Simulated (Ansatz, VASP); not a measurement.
One calculation of C, two programs

The input POSCAR:

```
C
1.0
    0.0000000000      1.6162954200      1.7834000000
    1.9505045800      0.0000000000      1.7834000000
    1.9505045800      1.6162954200      0.0000000000
C
2
Direct
    0.5000000000      0.5000000000      0.5000000000
    0.7500000000      0.7500000000      0.7500000000
```

INCAR.step1

```
SYSTEM = C
PREC = Accurate ; ENCUT = 520
ISMEAR = 0 ; SIGMA = 0.05
LREAL = .FALSE. ; LASPH = .TRUE.
NELM = 100 ; NBANDS = 11
GGA = PE ; ALGO = Normal
EDIFF = 1E-4 ; LWAVE = .TRUE.
LCHARG = .FALSE.
```

File INCAR.step2:

```
SYSTEM = C
PREC = Accurate ; ENCUT = 520
EDIFF = 1E-7 ; ISMEAR = 0
SIGMA = 0.05 ; LREAL = .FALSE.
LASPH = .TRUE. ; NELM = 100
ALGO = Normal ; ISIF = 2
LWAVE = .FALSE. ; LCHARG = .FALSE.
METAGGA = R2SCAN ; LMIXTAU = .TRUE.
NBANDS = 11 ; ISTART = 1
```

The input KPOINTS:

```
regular mesh
0
G
  12 12 12
  0 0 0
```

Input for Ansatz:

```yaml
crystal:
  lattice:
    - [0.0, 1.61629542, 1.7834]
    - [1.95050458, 0.0, 1.7834]
    - [1.95050458, 1.61629542, 0.0]
  atoms:
    - { symbol: C, position: [0.5, 0.5, 0.5] }
    - { symbol: C, position: [0.75, 0.75, 0.75] }
basis:
  ecutwfc: 500
kpoints:
  mp_grid: { grid: [12, 12, 12] }
hamiltonian:
  xc: r2scan
scf:
  occupations: { method: gaussian, width: 0.05 }
output:
  forces: true
  stress: true
  eigenvalues: true
```

Change from the starting cell: strain +0.0937 x Voigt [1, -1, 0, 0, 0, 0], atoms carried along.

Alike in both runs: task single point; functional r2SCAN; k mesh 12 × 12 × 12; occupations gaussian, width 0.05 eV; no spin polarisation.

|  | VASP | Ansatz |
| --- | --- | --- |
| version | VASP 6.6.1 | Ansatz 0.2.0 |
| potentials or method | VASP PAW PBE potentials, release 64 (C), cutoff 520 eV | scalar-relativistic, plane waves, PAW |
| valence electrons in the cell | 8 | 8 |

|  | VASP | Ansatz | Ansatz less VASP |
| --- | --- | --- | --- |
| gap on the k mesh at the Fermi level (eV) | 0.75 | 0.78 | +0.026 |
| least direct gap on the mesh (eV) | 3.49 | 3.53 | +0.045 |
| pressure (GPa) | 3.7 | 2.6 | -1.09 |
| traceless stress, the component that is largest in VASP (GPa) | -99.38 | -99.56 | -0.181 |

VASP's potentials were made for PBE, not for r2SCAN. With one functional, cell and mesh, what is left measures potentials, basis and numerics.
